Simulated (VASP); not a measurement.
# ZrTa3 (I4/mmm) in VASP: a series of runs

ZrTa3 is run at these levels: PBE; tasks: single point, relaxation of cell and atoms.

Program: VASP 6.6.1. These are calculated values, not measurements. Logs are shortened: lines on timing, memory, paths and dates and some standing lists are left out, and cuts for length are marked.

### Step 1. The cell of the first run

The structure is tetragonal, space group I4/mmm (No. 139). Conventional cell: a = 4.029 Å, b = 4.029 Å, c = 9.607 Å, α = 90.00°, β = 90.00°, γ = 90.00°. Within 3.8 Å of Zr (site symmetry 4/mmm) lie 12 Ta at 2.85 to 3.13 Å. Ta (site symmetry 4/mmm) has 4 Zr at 2.85 Å and 8 Ta at 3.13 Å within 3.8 Å. Within 3.8 Å of Ta (site symmetry -4m2) lie 8 Ta at 2.85 to 3.13 Å and 4 Zr at 3.13 Å.

### Step 2. Single point, PBE

INCAR

```
SYSTEM = ZrTa3
PREC = Accurate
ENCUT = 520
EDIFF = 1E-6
ISMEAR = 0
SIGMA = 0.1
LREAL = .False.
LASPH = .True.
NELM = 100
ALGO = Normal
ISIF = 2
LWAVE = .False.
LCHARG = .True.
GGA = PE
LELF = .True.
LVHAR = .True.
NBANDS = 30
```

KPOINTS

```
Automatic mesh
0
Gamma
  6 6 6
  0 0 0
```

POSCAR

```
ZrTa3
1.0
   -2.0144267928      2.0144267928      4.8035941613
    2.0144267928     -2.0144267928      4.8035941613
    2.0144267928      2.0144267928     -4.8035941613
Zr Ta
1 3
Direct
    0.0000000000      0.0000000000      0.0000000000
    0.5000000000      0.5000000000      0.0000000000
    0.2500000000      0.7500000000      0.5000000000
    0.7500000000      0.2500000000      0.5000000000
```

Potentials or basis: VASP PAW PBE potentials, release 64 (Zr_sv, Ta_pv).

Run with:

```sh
> cat potpaw_PBE.64/Zr_sv/POTCAR potpaw_PBE.64/Ta_pv/POTCAR > POTCAR
> mpirun -np 1 vasp_std > vasp.out
```

OUTCAR:

```text
SYSTEM = ZrTa3
   PREC = Accurate
   ENCUT = 520
   EDIFF = 1E-6
   ISMEAR = 0
   LREAL = .False.
   LASPH = .True.
   NELM = 100
   ISIF = 2
   GGA = PE

 ion  position               nearest neighbor table
   1  0.000  0.000  0.000-   2 2.85   2 2.85   2 2.85   2 2.85   4 3.13   3 3.13   4 3.13   3 3.13
                             4 3.13   4 3.13   3 3.13   3 3.13
   2  0.500  0.500  0.000-   1 2.85   1 2.85   1 2.85   1 2.85   4 3.13   3 3.13   4 3.13   4 3.13
                             3 3.13   3 3.13   4 3.13   3 3.13
   3  0.250  0.750  0.500-   4 2.85   4 2.85   4 2.85   4 2.85   2 3.13   1 3.13   2 3.13   2 3.13
                             1 3.13   1 3.13   2 3.13   1 3.13
   4  0.750  0.250  0.500-   3 2.85   3 2.85   3 2.85   3 2.85   2 3.13   1 3.13   2 3.13   1 3.13
                             2 3.13   2 3.13   1 3.13   1 3.13

  LATTYP: Found a body centered tetragonal cell.
 ALAT       =     4.0288535856
 C/A-ratio  =     2.3845960441

  Lattice vectors:

 A1 = (  -2.0144267928,   2.0144267928,   4.8035941613)
 A2 = (   2.0144267928,  -2.0144267928,   4.8035941613)
 A3 = (   2.0144267928,   2.0144267928,  -4.8035941613)

Analysis of symmetry for initial positions (statically):
=====================================================================
 Subroutine PRICEL returns:
 Original cell was already a primitive cell.

 Routine SETGRP: Setting up the symmetry group for a
 body centered tetragonal supercell.

 Subroutine GETGRP returns: Found 16 space group operations
 (whereof 16 operations were pure point group operations)
 out of a pool of 16 trial point group operations.

The static configuration has the point symmetry D_4h.

Analysis of symmetry for dynamics (positions and initial velocities):
=====================================================================
 Subroutine PRICEL returns:
 Original cell was already a primitive cell.

 Routine SETGRP: Setting up the symmetry group for a
 body centered tetragonal supercell.

 Subroutine GETGRP returns: Found 16 space group operations
 (whereof 16 operations were pure point group operations)
 out of a pool of 16 trial point group operations.

The dynamic configuration has the point symmetry D_4h.

 Subroutine INISYM returns: Found 16 space group operations
 (whereof 16 operations are pure point group operations),
 and found     1 'primitive' translations

----------------------------------------------------------------------------------------

                                     Primitive cell

  volume of cell :      77.9703

  direct lattice vectors                    reciprocal lattice vectors
    -2.014426793  2.014426793  4.803594161     0.000000000  0.248209566  0.104088727
     2.014426793 -2.014426793  4.803594161     0.248209566  0.000000000  0.104088727
     2.014426793  2.014426793 -4.803594161     0.248209566  0.248209566  0.000000000

  length of vectors
     5.584831911  5.584831911  5.584831911     0.269151355  0.269151355  0.351021335

  position of ions in fractional coordinates (direct lattice)
     0.000000000  0.000000000  0.000000000
     0.500000000  0.500000000  0.000000000
     0.250000000  0.750000000  0.500000000
     0.750000000  0.250000000  0.500000000

  ion indices of the primitive-cell ions
   primitive index   ion index
                 1           1
                 2           2
                 3           3
                 4           4

----------------------------------------------------------------------------------------

 KPOINTS: Automatic mesh

Automatic generation of k-mesh.
 Grid dimensions read from file:
 generate k-points for:    6    6    6

 Generating k-lattice:

  Cartesian coordinates                     Fractional coordinates (reciprocal lattice)
     0.000000000  0.041368261  0.017348121     0.166666667  0.000000000  0.000000000
     0.041368261  0.000000000  0.017348121     0.000000000  0.166666667  0.000000000
     0.041368261  0.041368261  0.000000000     0.000000000  0.000000000  0.166666667

  Length of vectors
     0.044858559  0.044858559  0.058503556

  Shift w.r.t. Gamma in fractional coordinates (k-lattice)
     0.000000000  0.000000000  0.000000000

 Subroutine IBZKPT returns following result:
 ===========================================

 Found     30 irreducible k-points:

 Following reciprocal coordinates:
            Coordinates               Weight
  0.000000  0.000000  0.000000      1.000000
  0.166667  0.000000 -0.000000      8.000000
  0.333333  0.000000 -0.000000      8.000000
  0.500000  0.000000 -0.000000      4.000000
  0.166667  0.166667 -0.000000      8.000000
  0.333333  0.166667 -0.000000     16.000000
[... 16 lines left out ...]
 -0.333333 -0.333333  0.166667      8.000000
 -0.166667 -0.333333  0.166667      8.000000
 [... further k-points ...]
   k-points           NKPTS =     30   k-points in BZ     NKDIM =     30   number of bands    NBANDS=     30
   number of dos      NEDOS =    301   number of ions     NIONS =      4
   total plane-waves  NPLWV =  74088
   dimension x,y,z NGX =    42 NGY =   42 NGZ =   42
   dimension x,y,z NGXF=    84 NGYF=   84 NGZF=   84
   ions per type =               1   3
   NGX,Y,Z   is equivalent  to a cutoff of  12.50, 12.50, 12.50 a.u.
   NGXF,Y,Z  is equivalent  to a cutoff of  25.00, 25.00, 25.00 a.u.
 SYSTEM =  ZrTa3
   PREC   = accura    normal or accurate (medium, high low for compatibility)
   ISTART =      0    job   : 0-new  1-cont  2-samecut
   ICHARG =      2    charge: 1-file 2-atom 10-const
   ISPIN  =      1    spin polarized calculation?
   LNONCOLLINEAR =      F non collinear calculations
   LSORBIT =      F    spin-orbit coupling
   LASPH  =      T    aspherical Exc in radial PAW
   ENCUT  =  520.0 eV  38.22 Ry    6.18 a.u.  10.38 10.38 10.38*2*pi/ulx,y,z
   NELM   =    100;   NELMIN=  2; NELMDL= -5     # of ELM steps
   EDIFF  = 0.1E-05   stopping-criterion for ELM
   LREAL  =      F    real-space projection
   EDIFFG = 0.1E-04   stopping-criterion for IOM
   NSW    =      0    number of steps for IOM
   IBRION =     -1    ionic relax: 0-MD 1-quasi-New 2-CG
   NFREE  =      0    steps in history (QN), initial steepest desc. (CG)
   ISIF   =      2    stress and relaxation
   ISYM   =      2    0-nonsym 1-usesym 2-fastsym
   POTIM  = 0.5000    time-step for ionic-motion
   TEBEG  =    0.0;   TEEND  =   0.0 temperature during run
   PSTRESS=    0.0 pullay stress
   NELECT =      45.0000    total number of electrons
   NUPDOWN=      -1.0000    fix difference up-down
   EMIN   =  10.00;   EMAX   =-10.00  energy-range for DOS
   EFERMI =   0.00;   METHOD = LEGACY
   ISMEAR =     0;   SIGMA  =   0.10  broadening in eV -4-tet -1-fermi 0-gaus
   EFERMI_NEDOS =   21; number of points for ismear=-14 and -15
   IALGO  =     38    algorithm
   IMIX   =      4    mixing-type and parameters
     AMIX     =   0.40;   BMIX     =  1.00
     AMIX_MAG =   1.60;   BMIX_MAG =  1.00
  volume/ion in A,a.u.               =      19.49       131.54
  Fermi-wavevector in a.u.,A,eV,Ry     =   1.363021  2.575736 25.277264  1.857826
  Thomas-Fermi vector in A             =   2.489460
   LORBIT       =      0    0 simple, 1 ext, 2 COOP (PROOUT), +10 PAW based schemes
   GGA     = PE    functional components
   LHFCALC =     F    Hartree Fock is set to
   AEXX    =    0.0000 exact exchange contribution
   IVDW    =     0    specifies the selected vdW correction
   LEPSILON=     F    determine dielectric tensor
   LRPA    =     F    only Hartree local field effects (RPA)
 non-spin polarized calculation
 Gauss-broadening in eV      SIGMA  =   0.10
  energy-cutoff  :      520.00
  volume of cell :       77.97
 maximum number of plane-waves:      2122
 NGX is ok and might be reduce to    42
   NGX = 21   NGY = 21   NGZ = 21

 number of electron      44.9999998 magnetization

 Free energy of the ion-electron system (eV)
  ---------------------------------------------------
  ext. energy  EPLUGINS =         0.00000000
  ---------------------------------------------------
  free energy    TOTEN  =       -43.07797401 eV

  energy without entropy =      -43.05559227  energy(sigma->0) =      -43.06678314

 E-fermi :   6.5063     XC(G=0): -12.1334

 val. band max:        6.5006288654   @ k =   0.5000   0.5000   0.5000
 cond. band min:       6.5199692140   @ k =  -0.3333   0.3333   0.1667
 fundamental gap:      0.0193403486
 Fermi energy:         6.5063387719

 k-point     1 :       0.0000    0.0000    0.0000
  band No.  band energies     occupation
      1     -41.3814      2.00000
      2     -27.8042      2.00000
      3     -27.8042      2.00000
      4     -27.7346      2.00000
      5     -27.5431      2.00000
      6     -27.5431      2.00000
[... 22 lines left out ...]
     29       8.8717      0.00000
     30      11.6521      0.00000

 k-point     2 :       0.1667    0.0000   -0.0000
  band No.  band energies     occupation
      1     -41.3814      2.00000
      2     -27.7852      2.00000
      3     -27.7619      2.00000
      4     -27.6897      2.00000
      5     -27.5553      2.00000
      6     -27.5372      2.00000
[... 22 lines left out ...]
     29       9.5049      0.00000
     30      11.1544      0.00000

 k-point     3 :       0.3333    0.0000   -0.0000
  band No.  band energies     occupation
      1     -41.3816      2.00000
      2     -27.7031      2.00000
      3     -27.6518      2.00000
      4     -27.6381      2.00000
      5     -27.5259      2.00000
      6     -27.5186      2.00000
[... 22 lines left out ...]
     29       9.7023      0.00000
     30      10.2021      0.00000

 k-point     4 :       0.5000    0.0000   -0.0000
  band No.  band energies     occupation
      1     -41.3817      2.00000
      2     -27.6500      2.00000
      3     -27.5801      2.00000
      4     -27.5774      2.00000
      5     -27.4790      2.00000
      6     -27.4553      2.00000
[... 22 lines left out ...]
     29       8.8467      0.00000
     30       8.9748      0.00000

 k-point     5 :       0.1667    0.1667   -0.0000
  band No.  band energies     occupation
      1     -41.3813      2.00000
      2     -27.8540      2.00000
      3     -27.6634      2.00000
      4     -27.6461      2.00000
      5     -27.5479      2.00000
      6     -27.5129      2.00000
[... 22 lines left out ...]
     29       9.7184      0.00000
     30      10.8237      0.00000
[... 526 lines left out ...]
     29       9.8054      0.00000
     30      10.0685      0.00000

 k-point    22 :      -0.1667    0.5000    0.1667
  band No.  band energies     occupation
      1     -41.3818      2.00000
      2     -27.6838      2.00000
      3     -27.6788      2.00000
      4     -27.6308      2.00000
      5     -27.4824      2.00000
      6     -27.4648      2.00000
[... 22 lines left out ...]
     29       9.7481      0.00000
     30      10.3884      0.00000

 k-point    23 :      -0.3333   -0.3333    0.1667
  band No.  band energies     occupation
      1     -41.3816      2.00000
      2     -27.8557      2.00000
      3     -27.6735      2.00000
      4     -27.6244      2.00000
      5     -27.4988      2.00000
      6     -27.4726      2.00000
[... 22 lines left out ...]
     29      10.2910      0.00000
     30      10.3139      0.00000

 k-point    24 :      -0.1667   -0.3333    0.1667
  band No.  band energies     occupation
      1     -41.3817      2.00000
      2     -27.7889      2.00000
      3     -27.7819      2.00000
      4     -27.6540      2.00000
      5     -27.5158      2.00000
      6     -27.5131      2.00000
[... 22 lines left out ...]
     29      10.5100      0.00000
     30      11.2366      0.00000

 [... further k-points ...]

------------------------ aborting loop because EDIFF is reached ----------------------------------------

  FORCE on cell =-STRESS in cart. coord.  units (eV):
  Direction    XX          YY          ZZ          XY          YZ          ZX
  --------------------------------------------------------------------------------------
  -------------------------------------------------------------------------------------
  Total        0.0635224      0.0635224      0.0313819      0.0000000      0.0000000      0.0000000
  in kB        1.3052926      1.3052926      0.6448519      0.0000000      0.0000000      0.0000000
  external PRESSURE =       1.0851457 kB  Pullay stress =       0.0000000 kB

 VOLUME and BASIS-vectors are now :
 -----------------------------------------------------------------------------
  energy-cutoff  :      520.00
  volume of cell :       77.97
      direct lattice vectors                 reciprocal lattice vectors
    -2.014426793  2.014426793  4.803594161     0.000000000  0.248209566  0.104088727
     2.014426793 -2.014426793  4.803594161     0.248209566  0.000000000  0.104088727
     2.014426793  2.014426793 -4.803594161     0.248209566  0.248209566  0.000000000

 POSITION                                       TOTAL-FORCE (eV/Angst)
 -----------------------------------------------------------------------------------
      0.00000      0.00000      0.00000         0.000000     -0.000000      0.000000
      0.00000      0.00000      4.80359         0.000000     -0.000000      0.000000
      2.01443      0.00000      2.40180         0.000000     -0.000000      0.000000
      0.00000      2.01443      2.40180        -0.000000      0.000000     -0.000000
 -----------------------------------------------------------------------------------
    total drift:                               -0.000000      0.000000      0.000000

  FREE ENERGIE OF THE ION-ELECTRON SYSTEM (eV)
  ---------------------------------------------------
  free  energy   TOTEN  =       -43.0779740131 eV

  energy  without entropy=      -43.0555922699  energy(sigma->0) =      -43.06678314
```

Wall time 3.1 min (1 thread of Intel Xeon 8259CL, shared host); peak memory 0.28 GiB.

What came out:

- Free energy: -43.0780 eV
- Pressure: 0.1 GPa
- Band gap on the k mesh: zero (an odd number of electrons rules out a gap without spin polarisation)

Levels at points of the mesh, in eV from the Fermi level:
| k point | band 21 | band 22 | band 23 | band 24 | band 25 | band 26 |
| --- | --- | --- | --- | --- | --- | --- |
| (0.00, 0.00, 0.00) | -0.64 | -0.64 | -0.59 | 1.36 | 1.60 | 1.65 |
| (0.50, 0.00, 0.00) | -0.65 | -0.18 | -0.17 | 0.48 | 0.87 | 1.93 |
| (0.50, 0.50, 0.00) | -0.56 | -0.49 | -0.29 | 0.97 | 1.31 | 1.66 |
| (0.50, 0.50, 0.50) | -1.64 | -0.25 | -0.01 | 3.23 | 3.23 | 3.59 |

Caveat: spin-orbit coupling is left out, which moves the levels of the heavy elements.

(Part 1 of 2 ends here.)
